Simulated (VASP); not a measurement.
Set up this calculation in VASP 6.6.1, as the native input.

| Item | Value |
| --- | --- |
| Task | single point |
| Functional | r2SCAN |
| Potentials or basis | VASP PAW PBE potentials, release 64 (Al, In_d) |
| Cutoff | 520 eV |
| k mesh | 6 × 6 × 3 |
| Occupations | fermi-dirac, width 0.05 eV |
| Spin | no spin polarisation |
| Dipole correction | no |
| Further INCAR settings | ALGO = Normal; EDIFF = 1e-06; NBANDS = 15 |

The system is AlIn.

```xyz
2
Lattice="3.0541 0.0000 0.0000 -1.5271 2.6450 0.0000 0.0000 0.0000 5.8280" Properties=species:S:1:pos:R:3 pbc="T T T"
Al    0.0000    0.0000    0.0000
In    0.0000    0.0000    2.9140
```

One way to write it, as run:

POSCAR

```
AlIn
1.0
    3.0541300000      0.0000000000      0.0000000000
   -1.5270700000      2.6449600000      0.0000000000
    0.0000000000      0.0000000000      5.8280200000
Al In
1 1
Direct
    0.0000000000      0.0000000000      0.0000000000
    0.0000000000      0.0000000000      0.5000000000
```

INCAR.step1

```
PREC = Accurate ; ENCUT = 520
ISMEAR = -1 ; SIGMA = 0.05
LREAL = F ; LASPH = T
NELM = 80 ; NBANDS = 15
GGA = PE ; ALGO = Normal
EDIFF = 1E-4 ; LWAVE = T
LCHARG = F
```

INCAR.step2

```
PREC = Accurate ; ENCUT = 520
EDIFF = 1E-6 ; ISMEAR = -1
SIGMA = 0.05 ; LREAL = F
LASPH = T ; NELM = 80
ALGO = Normal ; ISIF = 2
LWAVE = F ; LCHARG = F
METAGGA = R2SCAN ; LMIXTAU = T
NBANDS = 15 ; ISTART = 1
```

KPOINTS

```
Automatic mesh
0
Gamma
  6 6 3
```

Potentials or basis: VASP PAW PBE potentials, release 64 (Al, In_d).

The run is started by

```bash
$ cat potpaw_PBE.64/Al/POTCAR potpaw_PBE.64/In_d/POTCAR > POTCAR
$ cp INCAR.step1 INCAR
$ mpirun -np 1 vasp_std > vasp.out
$ cp INCAR.step2 INCAR
$ mpirun -np 1 vasp_std > vasp.out
```

It gave:

| Property | Result |
| --- | --- |
| Pressure | -1.6 GPa |
| Band gap on the k mesh | zero (band 8 reaches 7.28 eV, above the bottom of band 9 at 4.74 eV) |

Caveat: the k points lie up to 0.40 Å⁻¹ apart; the PAW data sets were made with another functional, which shifts forces and pressure a little; spin-orbit coupling is left out, which moves the levels of the heavy elements.

It took 31 s on 1 thread of Intel(R) Xeon(R) Platinum 8124M CPU @ 3.00GHz (Skylake/Cascade Lake), on a shared host, peak memory 0.17 GiB.
